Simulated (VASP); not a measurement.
A run of VASP 6.6.1 is set up as follows.

File INCAR:

```
ALGO     = Normal         # electronic algorithm
DIPOL    = 0.5 0.5 0.267
EDIFF    = 1E-6           # SCF threshold, eV
ENCUT    = 520            # plane-wave cutoff, eV
GGA      = PE             # functional
IDIPOL   = 3            
ISIF     = 2              # what is computed and relaxed
ISMEAR   = 0              # smearing method
LASPH    = True           # aspherical terms in the spheres
LCHARG   = True           # write CHGCAR
LDIPOL   = True         
LELF     = True           # ELF
LREAL    = False          # projectors in reciprocal space
LVACPOTAV= True         
LVHAR    = True         
LWAVE    = False          # write WAVECAR
NBANDS   = 19             # bands
NELM     = 100            # most SCF steps
PREC     = Accurate       # precision mode
SIGMA    = 0.1            # smearing width, eV
```

File KPOINTS:

```
k-points
0
Gamma
  18 18 1
```

The input POSCAR:

```
Zr
1.0
    3.0160967231      0.0000000000      0.0000000000
    0.0000000000      3.0160967231      0.0000000000
    0.0000000000      0.0000000000     28.1282673938
Zr
2
Direct
    0.5000000000      1.0000000000      0.2283469793
    0.0000000000      0.5000000000      0.3049244018
```

Potentials or basis: VASP PAW PBE potentials, release 64 (Zr_sv).

The run is started by

```console
$ cat potpaw_PBE.64/Zr_sv/POTCAR > POTCAR
$ mpirun -np 1 vasp_std > vasp.out
```

(1) Estimate the band gap on the k mesh.

Results:

(1) zero (band 12 reaches -1.48 eV, above the bottom of band 13 at -1.91 eV).
